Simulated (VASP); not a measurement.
# CaB2 in VASP: single point with PBE+D3(BJ)

Aim: the single point of CaB2 with PBE+D3(BJ).

Program: VASP 6.6.1. These are calculated values, not measurements. Logs are shortened: lines on timing, memory, paths and dates and some standing lists are left out, and cuts for length are marked.

### 1 The cell of the first run

The cell holds layers a few Å apart, 3 atoms: a = 3.226 Å, b = 3.226 Å, c = 4.317 Å, α = 90.00°, β = 90.00°, γ = 120.00°.

### 2 Single point, PBE+D3(BJ)

File INCAR:

```
ALGO = Normal ; EDIFF = 1E-6
ENCUT = 520 ; GGA = PE
ISIF = 2 ; ISMEAR = 1
IVDW = 12 ; LASPH = True
LCHARG = True ; LELF = True
LREAL = False ; LVHAR = True
LWAVE = False ; NBANDS = 15
NELM = 100 ; PREC = Accurate
SIGMA = 0.02
```

File KPOINTS:

```
k-points
0
Gamma
  6 6 4
```

File POSCAR:

```
CaB2
1.0
    3.2264300000      0.0000000000      0.0000000000
   -1.6132150000      2.7941710000      0.0000000000
    0.0000000000      0.0000000000      4.3173920000
Ca B
1 2
Direct
    0.0000000000      0.0000000000      0.0000000000
    0.3333333333      0.6666666667      0.4710473360
    0.6666666667      0.3333333333      0.4710473360
```

Potentials or basis: VASP PAW PBE potentials, release 64 (Ca_sv, B).

Started as:

```console
cat potpaw_PBE.64/Ca_sv/POTCAR potpaw_PBE.64/B/POTCAR > POTCAR
mpirun -np 1 vasp_std > vasp.out
```

OUTCAR:

```text
EDIFF = 1E-6
   ENCUT = 520
   GGA = PE
   ISIF = 2
   ISMEAR = 1
   IVDW = 12
   LASPH = True
   LREAL = False
   NELM = 100
   PREC = Accurate
 IVDW          = 12

 ion  position               nearest neighbor table
   1  0.000  0.000  0.000-
   2  0.333  0.667  0.471-   3 1.86   3 1.86   3 1.86
   3  0.667  0.333  0.471-   2 1.86   2 1.86   2 1.86

  LATTYP: Found a hexagonal cell.
 ALAT       =     3.2264300000
 C/A-ratio  =     1.3381328589

  Lattice vectors:

 A1 = (   3.2264300000,   0.0000000000,   0.0000000000)
 A2 = (  -1.6132150000,   2.7941710000,   0.0000000000)
 A3 = (   0.0000000000,   0.0000000000,   4.3173920000)

Analysis of symmetry for initial positions (statically):
=====================================================================
 Subroutine PRICEL returns:
 Original cell was already a primitive cell.

 Routine SETGRP: Setting up the symmetry group for a
 hexagonal supercell.

 Subroutine GETGRP returns: Found 12 space group operations
 (whereof 12 operations were pure point group operations)
 out of a pool of 24 trial point group operations.

The static configuration has the point symmetry C_6v.

Analysis of symmetry for dynamics (positions and initial velocities):
=====================================================================
 Subroutine PRICEL returns:
 Original cell was already a primitive cell.

 Routine SETGRP: Setting up the symmetry group for a
 hexagonal supercell.

 Subroutine GETGRP returns: Found 12 space group operations
 (whereof 12 operations were pure point group operations)
 out of a pool of 24 trial point group operations.

The dynamic configuration has the point symmetry C_6v.

 Subroutine INISYM returns: Found 12 space group operations
 (whereof 12 operations are pure point group operations),
 and found     1 'primitive' translations

----------------------------------------------------------------------------------------

                                     Primitive cell

  volume of cell :      38.9221

  direct lattice vectors                    reciprocal lattice vectors
     3.226430000  0.000000000  0.000000000     0.309940089  0.178943952  0.000000000
    -1.613215000  2.794171000  0.000000000     0.000000000  0.357887903  0.000000000
     0.000000000  0.000000000  4.317392000     0.000000000  0.000000000  0.231621312

  length of vectors
     3.226430000  3.226430569  4.317392000     0.357887966  0.357887903  0.231621312

  position of ions in fractional coordinates (direct lattice)
     0.000000000  0.000000000  0.000000000
     0.333333333  0.666666667  0.471047336
     0.666666667  0.333333333  0.471047336

  ion indices of the primitive-cell ions
   primitive index   ion index
                 1           1
                 2           2
                 3           3

----------------------------------------------------------------------------------------

 KPOINTS: k-points

Automatic generation of k-mesh.
 Grid dimensions read from file:
 generate k-points for:    6    6    4

 Generating k-lattice:

  Cartesian coordinates                     Fractional coordinates (reciprocal lattice)
     0.051656681  0.029823992  0.000000000     0.166666667  0.000000000  0.000000000
     0.000000000  0.059647984  0.000000000     0.000000000  0.166666667  0.000000000
     0.000000000  0.000000000  0.057905328     0.000000000  0.000000000  0.250000000

  Length of vectors
     0.059647994  0.059647984  0.057905328

  Shift w.r.t. Gamma in fractional coordinates (k-lattice)
     0.000000000  0.000000000  0.000000000

 Subroutine IBZKPT returns following result:
 ===========================================

 Found     21 irreducible k-points:

 Following reciprocal coordinates:
            Coordinates               Weight
  0.000000  0.000000  0.000000      1.000000
  0.166667 -0.000000  0.000000      6.000000
  0.333333  0.000000  0.000000      6.000000
  0.500000 -0.000000  0.000000      3.000000
  0.166667  0.166667  0.000000      6.000000
  0.333333  0.166667  0.000000     12.000000
[... 13 lines left out ...]
  0.333333  0.166667  0.500000     12.000000
  0.333333  0.333333  0.500000      2.000000
   k-points           NKPTS =     21   k-points in BZ     NKDIM =     21   number of bands    NBANDS=     15
   number of dos      NEDOS =    301   number of ions     NIONS =      3
   total plane-waves  NPLWV =  18432
   dimension x,y,z NGX =    24 NGY =   24 NGZ =   32
   dimension x,y,z NGXF=    48 NGYF=   48 NGZF=   64
   ions per type =               1   2
   NGX,Y,Z   is equivalent  to a cutoff of  12.37, 12.37, 12.32 a.u.
   NGXF,Y,Z  is equivalent  to a cutoff of  24.73, 24.73, 24.64 a.u.
 SYSTEM =  unknown system
   PREC   = accura    normal or accurate (medium, high low for compatibility)
   ISTART =      0    job   : 0-new  1-cont  2-samecut
   ICHARG =      2    charge: 1-file 2-atom 10-const
   ISPIN  =      1    spin polarized calculation?
   LNONCOLLINEAR =      F non collinear calculations
   LSORBIT =      F    spin-orbit coupling
   LASPH  =      T    aspherical Exc in radial PAW
   ENCUT  =  520.0 eV  38.22 Ry    6.18 a.u.   6.00  6.00  8.03*2*pi/ulx,y,z
   NELM   =    100;   NELMIN=  2; NELMDL= -5     # of ELM steps
   EDIFF  = 0.1E-05   stopping-criterion for ELM
   LREAL  =      F    real-space projection
   EDIFFG = 0.1E-04   stopping-criterion for IOM
   NSW    =      0    number of steps for IOM
   IBRION =     -1    ionic relax: 0-MD 1-quasi-New 2-CG
   NFREE  =      0    steps in history (QN), initial steepest desc. (CG)
   ISIF   =      2    stress and relaxation
   ISYM   =      2    0-nonsym 1-usesym 2-fastsym
   POTIM  = 0.5000    time-step for ionic-motion
   TEBEG  =    0.0;   TEEND  =   0.0 temperature during run
   PSTRESS=    0.0 pullay stress
   NELECT =      16.0000    total number of electrons
   NUPDOWN=      -1.0000    fix difference up-down
   EMIN   =  10.00;   EMAX   =-10.00  energy-range for DOS
   EFERMI =   0.00;   METHOD = LEGACY
   ISMEAR =     1;   SIGMA  =   0.02  broadening in eV -4-tet -1-fermi 0-gaus
   EFERMI_NEDOS =   21; number of points for ismear=-14 and -15
   IALGO  =     38    algorithm
   IMIX   =      4    mixing-type and parameters
     AMIX     =   0.40;   BMIX     =  1.00
     AMIX_MAG =   1.60;   BMIX_MAG =  1.00
  volume/ion in A,a.u.               =      12.97        87.55
  Fermi-wavevector in a.u.,A,eV,Ry     =   1.217258  2.300284 20.159980  1.481717
  Thomas-Fermi vector in A             =   2.352584
   LORBIT       =      0    0 simple, 1 ext, 2 COOP (PROOUT), +10 PAW based schemes
   GGA     = PE    functional components
   LHFCALC =     F    Hartree Fock is set to
   AEXX    =    0.0000 exact exchange contribution
   IVDW    =    12    specifies the selected vdW correction
   LEPSILON=     F    determine dielectric tensor
   LRPA    =     F    only Hartree local field effects (RPA)
 non-spin polarized calculation
 Methfessel and Paxton  Order N= 1 SIGMA  =   0.02
  energy-cutoff  :      520.00
  volume of cell :       38.92
 maximum number of plane-waves:      1068
 NGX is ok and might be reduce to    24
   NGX = 11   NGY = 11   NGZ = 17

 number of electron      16.0000003 magnetization

 Free energy of the ion-electron system (eV)
  ---------------------------------------------------
  ext. energy  EPLUGINS =         0.00000000
  ---------------------------------------------------
  free energy    TOTEN  =       -15.57831157 eV

  energy without entropy =      -15.57745876  energy(sigma->0) =      -15.57802730

 E-fermi :   4.4101     XC(G=0): -10.5421

 val. band max:        4.4091425216   @ k =   0.1667  -0.0000   0.2500
 cond. band min:       4.4529701653   @ k =   0.3333   0.1667   0.5000
 fundamental gap:      0.0438276436
 Fermi energy:         4.4100941952

 k-point     1 :       0.0000    0.0000    0.0000
  band No.  band energies     occupation
      1     -35.8101      2.00000
      2     -16.7561      2.00000
      3     -16.6023      2.00000
      4     -16.6023      2.00000
      5      -5.9295      2.00000
      6       2.1509      2.00000
      7       4.3227      2.00000
      8       4.9129      0.00000
      9       4.9129      0.00000
     10       9.1483      0.00000
     11       9.1483      0.00000
     12      10.1808      0.00000
     13      10.1808      0.00000
     14      11.4530      0.00000
     15      11.6463      0.00000

 k-point     2 :       0.1667   -0.0000    0.0000
  band No.  band energies     occupation
      1     -35.7830      2.00000
      2     -16.7951      2.00000
      3     -16.7183      2.00000
      4     -16.6431      2.00000
      5      -5.4708      2.00000
      6       2.2721      2.00000
      7       3.2526      2.00000
      8       4.4087      1.11484
      9       4.9163      0.00000
     10       8.2621      0.00000
     11       9.3341      0.00000
     12      10.0001      0.00000
     13      10.0534      0.00000
     14      10.8751      0.00000
     15      12.0649      0.00000

 k-point     3 :       0.3333    0.0000    0.0000
  band No.  band energies     occupation
      1     -35.7282      2.00000
      2     -17.1590      2.00000
      3     -16.7234      2.00000
      4     -16.6444      2.00000
      5      -4.1787      2.00000
      6       0.4447      2.00000
      7       2.6284      2.00000
      8       3.5910      2.00000
      9       5.4493      0.00000
     10       8.3048      0.00000
     11       8.3825      0.00000
     12       9.6047      0.00000
     13      10.3700      0.00000
     14      10.4986      0.00000
     15      12.3815      0.00000
[... 289 lines left out ...]
 k-point    20 :       0.3333    0.1667    0.5000
  band No.  band energies     occupation
      1     -35.6990      2.00000
      2     -17.2291      2.00000
      3     -16.8578      2.00000
      4     -16.6551      2.00000
      5      -2.9998      2.00000
      6      -0.5387      2.00000
      7       1.9241      2.00000
      8       3.0012      2.00000
      9       4.4530     -0.00978
     10       9.1115      0.00000
     11       9.7270      0.00000
     12      10.5872      0.00000
     13      10.8325      0.00000
     14      11.6853      0.00000
     15      12.0213      0.00000

 k-point    21 :       0.3333    0.3333    0.5000
  band No.  band energies     occupation
      1     -35.6852      2.00000
      2     -17.1002      2.00000
      3     -17.1002      2.00000
      4     -16.6324      2.00000
      5      -1.6778      2.00000
      6      -1.6778      2.00000
      7       0.8979      2.00000
      8       4.0325      2.00000
      9       4.0325      2.00000
     10       9.5690      0.00000
     11      10.0434      0.00000
     12      10.0434      0.00000
     13      10.8653      0.00000
     14      10.8653      0.00000
     15      12.4504      0.00000

------------------------ aborting loop because EDIFF is reached ----------------------------------------

 Edisp (eV)   -0.79466

 E8    (eV) :    -0.3419

  FORCE on cell =-STRESS in cart. coord.  units (eV):
  Direction    XX          YY          ZZ          XY          YZ          ZX
  --------------------------------------------------------------------------------------
  -------------------------------------------------------------------------------------
  Total      -1.38427    -1.38427    -3.63860     0.00000     0.00000     0.00000
  in kB     -56.98143   -56.98145  -149.77807     0.00000     0.00000     0.00000
  external pressure =      -87.91 kB  Pullay stress =        0.00 kB

 VOLUME and BASIS-vectors are now :
 -----------------------------------------------------------------------------
  energy-cutoff  :      520.00
  volume of cell :       38.92
      direct lattice vectors                 reciprocal lattice vectors
     3.226430000  0.000000000  0.000000000     0.309940089  0.178943952  0.000000000
    -1.613215000  2.794171000  0.000000000     0.000000000  0.357887903  0.000000000
     0.000000000  0.000000000  4.317392000     0.000000000  0.000000000  0.231621312

 POSITION                                       TOTAL-FORCE (eV/Angst)
 -----------------------------------------------------------------------------------
      0.00000      0.00000      0.00000        -0.000000      0.000000     -0.595174
     -0.00000      1.86278      2.03370         0.000000      0.000000      0.297587
      1.61322      0.93139      2.03370        -0.000000     -0.000000      0.297587
 -----------------------------------------------------------------------------------
    total drift:                                0.000000      0.000000      0.000473

  FREE ENERGIE OF THE ION-ELECTRON SYSTEM (eV)
  ---------------------------------------------------
  free  energy   TOTEN  =       -16.3729691268 eV

  energy  without entropy=      -16.3721163212  energy(sigma->0) =      -16.37268486
```

Wall time 23 s (1 thread of Intel Xeon 8259CL, shared host); peak memory 0.16 GiB.

Results:

- Free energy: -16.3730 eV
- Largest force: 0.595 eV/Å
- Band gap on the k mesh: zero (bands 8 and 9 overlap by 1.73 eV)
- Dispersion energy per atom: -0.265 eV

Forces in eV/Å, atoms in the order of the input:
```
Ca   0.000  0.000 -0.595
B    0.000  0.000  0.298
B    0.000  0.000  0.298
```

Caveat: the k points lie up to 0.37 Å⁻¹ apart, too coarse for converged energies and pressures of a metal.

The gap in the log of VASP goes by the Fermi energy; the results here count the filled bands.